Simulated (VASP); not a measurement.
# LiSi16 (a cell with a defect) in VASP: single point with LDA

Aim: the single point of LiSi16 (a cell with a defect) with LDA.

Everything below comes from runs of VASP 6.6.1. Logs are shortened: lines on timing, memory, paths and dates and some standing lists are left out, and cuts for length are marked.

## Step 1: The cell of the first run

The cell holds a defect, 17 atoms: a = 7.679 Å, b = 7.679 Å, c = 7.679 Å, α = 60.00°, β = 60.00°, γ = 60.00°.

## Step 2: Single point, LDA, collinear spin, ferromagnetic start

File INCAR:

```
PREC = Accurate ; ENCUT = 520
EDIFF = 1E-6 ; ISMEAR = 0
SIGMA = 0.02 ; LREAL = Auto
LASPH = T ; NELM = 150
ALGO = Normal ; ISIF = 2
LWAVE = F ; LCHARG = F
ISPIN = 2 ; MAGMOM = 0 0 0 0 0 0 0 0 0 0 0 0 0 0 0 0 1
LORBIT = 11 ; GGA = CA
NBANDS = 52
```

File KPOINTS:

```
regular mesh
0
Gamma
  2 2 2
```

File POSCAR:

```
LiSi16
1.0
    0.0000000000      5.4300000000      5.4300000000
    5.4300000000      0.0000000000      5.4300000000
    5.4300000000      5.4300000000      0.0000000000
Si Li
16 1
Direct
   -0.0002651598      0.0002261719      0.0005042222
    0.1221433575      0.1225818341      0.1228170852
   -0.0017911204     -0.0014485104      0.5020488569
    0.1221240976      0.1225183209      0.6334030330
   -0.0017623836      0.5018090959     -0.0012451028
    0.1221400534      0.6331351976      0.1227579504
   -0.0018321849      0.5017893062      0.5020287955
    0.1281163289      0.6240761240      0.6242787744
    0.5013736557     -0.0013736095     -0.0011986156
    0.6326552316      0.1225751694      0.1228032114
    0.5013675823     -0.0014580057      0.5020440684
    0.6237193856      0.1284262975      0.6242966861
    0.5013753523      0.5018079901     -0.0012567686
    0.6237358367      0.6241100434      0.1285788342
    0.4998420390      0.5001527639      0.5003054715
    0.6236842884      0.6240691490      0.6242724268
    0.2497174897      1.2502453317      0.2505398509
```

Potentials or basis: VASP PAW LDA potentials, release 64 (Si, Li_sv).

On the command line:

```sh
> cat potpaw_LDA.64/Si/POTCAR potpaw_LDA.64/Li_sv/POTCAR > POTCAR
> mpirun -np 1 vasp_std > vasp.out
```

OUTCAR:

```text
PREC = Accurate
   ENCUT = 520
   EDIFF = 1E-6
   ISMEAR = 0
   LREAL = Auto
   LASPH = T
   NELM = 150
   ISIF = 2
   ISPIN = 2
   LORBIT = 11
   GGA = CA

 ion  position               nearest neighbor table
   1  1.000  0.000  0.001-   2 2.30  10 2.30   6 2.30   4 2.30
   2  0.122  0.123  0.123-   1 2.30   5 2.38   9 2.38   3 2.38  17 2.40
   3  0.998  0.999  0.502-   8 2.35  12 2.35   2 2.38   4 2.38  17 2.73
   4  0.122  0.123  0.633-   1 2.30   3 2.38  11 2.38   7 2.38  17 2.40
   5  0.998  0.502  0.999-   8 2.35  14 2.35   2 2.38   6 2.38  17 2.73
   6  0.122  0.633  0.123-   1 2.30   5 2.38  13 2.38   7 2.38  17 2.40
   7  0.998  0.502  0.502-  16 2.35   8 2.35   6 2.38   4 2.38  17 2.73
   8  0.128  0.624  0.624-  15 2.33   3 2.35   5 2.35   7 2.35
   9  0.501  0.999  0.999-  12 2.35  14 2.35   2 2.38  10 2.38  17 2.73
  10  0.633  0.123  0.123-   1 2.30   9 2.38  13 2.38  11 2.38  17 2.40
  11  0.501  0.999  0.502-  16 2.35  12 2.35  10 2.38   4 2.38  17 2.73
  12  0.624  0.128  0.624-  15 2.33  11 2.35   3 2.35   9 2.35
  13  0.501  0.502  0.999-  16 2.35  14 2.35  10 2.38   6 2.38  17 2.73
  14  0.624  0.624  0.129-  15 2.33  13 2.35   5 2.35   9 2.35
  15  0.500  0.500  0.500-  16 2.33   8 2.33  12 2.33  14 2.33
  16  0.624  0.624  0.624-  15 2.33  13 2.35  11 2.35   7 2.35
  17  0.250  0.250  0.251-   4 2.40   6 2.40  10 2.40   2 2.40   7 2.73  11 2.73   3 2.73  13 2.73
                             5 2.73   9 2.73

  LATTYP: Found a face centered cubic cell.
 ALAT       =    10.8600000000

  Lattice vectors:

 A1 = (   0.0000000000,   5.4300000000,   5.4300000000)
 A2 = (   5.4300000000,   0.0000000000,   5.4300000000)
 A3 = (   5.4300000000,   5.4300000000,   0.0000000000)

Analysis of symmetry for initial positions (statically):
=====================================================================
 Subroutine PRICEL returns:
 Original cell was already a primitive cell.

 Routine SETGRP: Setting up the symmetry group for a
 face centered cubic supercell.

 Subroutine GETGRP returns: Found  1 space group operations
 (whereof  1 operations were pure point group operations)
 out of a pool of 48 trial point group operations.

The static configuration has the point symmetry C_1 .

Analysis of symmetry for dynamics (positions and initial velocities):
=====================================================================
 Subroutine PRICEL returns:
 Original cell was already a primitive cell.

 Routine SETGRP: Setting up the symmetry group for a
 face centered cubic supercell.

 Subroutine GETGRP returns: Found  1 space group operations
 (whereof  1 operations were pure point group operations)
 out of a pool of 48 trial point group operations.

The dynamic configuration has the point symmetry C_1 .

[... 170 lines left out ...]
  free energy    TOTEN  =       -95.87790561 eV

  energy without entropy =      -95.87538925  energy(sigma->0) =      -95.87664743

 E-fermi :   6.5067     XC(G=0):  -9.7161

 val. band max:        6.5000401551   @ k =   0.0000   0.0000   0.0000
 cond. band min:       6.5133196178   @ k =   0.0000   0.0000   0.0000
 fundamental gap:      0.0132794627
 Fermi energy:         6.5066815217

 spin component 1

 k-point     1 :       0.0000    0.0000    0.0000
  band No.  band energies     occupation
      1     -39.6103      1.00000
      2      -6.0275      1.00000
      3      -3.7827      1.00000
      4      -3.7005      1.00000
      5      -3.7002      1.00000
      6      -3.7000      1.00000
[... 373 lines left out ...]
     44      10.1117      0.00000
     45      10.2033      0.00000
 Fermi energy:         6.5066815217

 spin component 2

 k-point     1 :       0.0000    0.0000    0.0000
  band No.  band energies     occupation
      1     -39.6102      1.00000
      2      -6.0227      1.00000
      3      -3.7785      1.00000
      4      -3.6964      1.00000
      5      -3.6962      1.00000
      6      -3.6959      1.00000
[... 373 lines left out ...]
     44      10.1230      0.00000
     45      10.2092      0.00000
 [bands above 45 left out]

------------------------ aborting loop because EDIFF is reached ----------------------------------------

  FORCE on cell =-STRESS in cart. coord.  units (eV):
  Direction    XX          YY          ZZ          XY          YZ          ZX
  --------------------------------------------------------------------------------------
  -------------------------------------------------------------------------------------
  Total       -0.0197068     -0.0131062     -0.0112343     -0.0005986      0.0002951      0.0001906
  in kB       -0.0986045     -0.0655778     -0.0562116     -0.0029952      0.0014766      0.0009539
  external PRESSURE =      -0.0734646 kB  Pullay stress =       0.0000000 kB

 VOLUME and BASIS-vectors are now :
 -----------------------------------------------------------------------------
  energy-cutoff  :      520.00
  volume of cell :      320.21
      direct lattice vectors                 reciprocal lattice vectors
     0.000000000  5.430000000  5.430000000    -0.092081031  0.092081031  0.092081031
     5.430000000  0.000000000  5.430000000     0.092081031 -0.092081031  0.092081031
     5.430000000  5.430000000  0.000000000     0.092081031  0.092081031 -0.092081031

 POSITION                                       TOTAL-FORCE (eV/Angst)
 -----------------------------------------------------------------------------------
      0.00397      5.43130      5.42979        -0.003986     -0.001238      0.000457
      1.33252      1.33014      1.32886        -0.003267     -0.003187     -0.002549
      8.14826      8.14640     10.84241         0.000469     -0.000647      0.004647
      4.10465      4.10251      1.32841         0.004489      0.005285     -0.005602
      8.14806     10.84367      8.14525         0.001402      0.003677     -0.001209
      4.10450      1.32980      4.10114         0.003201     -0.004623      0.004227
[... 9 lines left out ...]
      6.77849      6.77640      6.77530         0.012848      0.011500      0.011224
      2.71926      2.71640      2.71480        -0.001777     -0.000598     -0.000241
 -----------------------------------------------------------------------------------
    total drift:                               -0.010559     -0.003682      0.000679

  FREE ENERGIE OF THE ION-ELECTRON SYSTEM (eV)
  ---------------------------------------------------
  free  energy   TOTEN  =       -95.8779056061 eV

  energy  without entropy=      -95.8753892499  energy(sigma->0) =      -95.87664743

 total charge

# of ion       s       p       d       tot
------------------------------------------
    1        0.740   0.982   0.000   1.722
    2        0.752   0.970   0.000   1.722
    3        0.744   0.954   0.000   1.698
    4        0.752   0.970   0.000   1.722
    5        0.744   0.954   0.000   1.698
    6        0.752   0.970   0.000   1.722
[... 9 lines left out ...]
   16        0.750   0.959   0.000   1.709
   17        2.027   0.111   0.000   2.138
--------------------------------------------------
tot         13.980  15.508   0.000  29.488

 magnetization (x)

# of ion       s       p       d       tot
------------------------------------------
    1       -0.000  -0.000   0.000  -0.000
    2       -0.000   0.001   0.000   0.001
    3        0.002  -0.000   0.000   0.001
    4       -0.000   0.001   0.000   0.001
    5        0.002  -0.000   0.000   0.001
    6       -0.000   0.001   0.000   0.001
[... 9 lines left out ...]
   16       -0.000   0.001   0.000   0.001
   17       -0.000  -0.000   0.000  -0.000
--------------------------------------------------
tot          0.009   0.006   0.000   0.015
```

It took 17 min on 1 thread of Oxide Virtual Turin-like, shared host; peak memory 0.45 GiB.

Results:

- Free energy: -95.8779 eV
- Largest force: 0.021 eV/Å
- Net moment: 0.09 μB per cell
- Valence electrons inside the program's atomic spheres: Si 1.72, 1.70, 1.71; Li 2.14

Forces in eV/Å, atoms in the order of the input:
```
Si  -0.004 -0.001  0.000
Si  -0.003 -0.003 -0.003
Si   0.000 -0.001  0.005
Si   0.004  0.005 -0.006
Si   0.001  0.004 -0.001
Si   0.003 -0.005  0.004
Si  -0.005  0.000  0.000
Si   0.012 -0.011 -0.011
Si   0.002  0.001  0.000
Si  -0.004  0.003  0.003
Si   0.001 -0.005  0.001
Si  -0.010  0.011 -0.011
Si   0.001  0.001 -0.004
Si  -0.009 -0.010  0.010
Si  -0.001  0.000  0.000
Si   0.013  0.011  0.011
Li  -0.002 -0.001  0.000
```

Levels at points of the mesh, in eV from the Fermi level:
Spin up:
```csv
k point,band 30,band 31,band 32,band 33,band 34,band 35,band 36,band 37
"(0.00, 0.00, 0.00)",-1.68,-0.56,-0.56,-0.56,-0.06,-0.06,-0.06,-0.01
"(0.50, 0.00, 0.00)",-1.37,-1.37,-1.30,-1.30,0.52,0.71,0.71,0.89
"(0.00, 0.50, 0.00)",-1.37,-1.37,-1.30,-1.30,0.52,0.71,0.71,0.89
"(0.00, 0.00, 0.50)",-1.37,-1.37,-1.30,-1.30,0.52,0.71,0.71,0.89
"(0.50, 0.50, 0.50)",-1.37,-1.37,-1.30,-1.30,0.52,0.71,0.71,0.89
"(0.50, 0.50, 0.00)",-1.94,-1.94,-1.86,-1.83,0.39,0.46,1.51,1.64
"(0.00, 0.50, 0.50)",-1.94,-1.94,-1.86,-1.84,0.39,0.46,1.51,1.64
"(0.50, 0.00, 0.50)",-1.94,-1.94,-1.86,-1.83,0.39,0.46,1.51,1.64
```
Spin down:
```
           k point  band 30  band 31  band 32  band 33  band 34  band 35  band 36  band 37
(0.00, 0.00, 0.00)    -1.68    -0.56    -0.56    -0.56    -0.05    -0.05    -0.05     0.01
(0.50, 0.00, 0.00)    -1.37    -1.37    -1.30    -1.29     0.52     0.72     0.72     0.90
(0.00, 0.50, 0.00)    -1.37    -1.37    -1.30    -1.30     0.52     0.72     0.72     0.90
(0.00, 0.00, 0.50)    -1.37    -1.37    -1.30    -1.30     0.52     0.72     0.72     0.90
(0.50, 0.50, 0.50)    -1.37    -1.37    -1.30    -1.29     0.52     0.72     0.72     0.90
(0.50, 0.50, 0.00)    -1.94    -1.94    -1.86    -1.83     0.40     0.47     1.52     1.65
(0.00, 0.50, 0.50)    -1.94    -1.94    -1.86    -1.83     0.40     0.47     1.52     1.65
(0.50, 0.00, 0.50)    -1.94    -1.94    -1.86    -1.83     0.40     0.47     1.52     1.65
```

Caveat: the k points lie up to 0.50 Å⁻¹ apart; the cutoff is under 1.25 times the usual one of these potentials, so pressure, stress and relaxed cells hold a basis-set (Pulay) error.
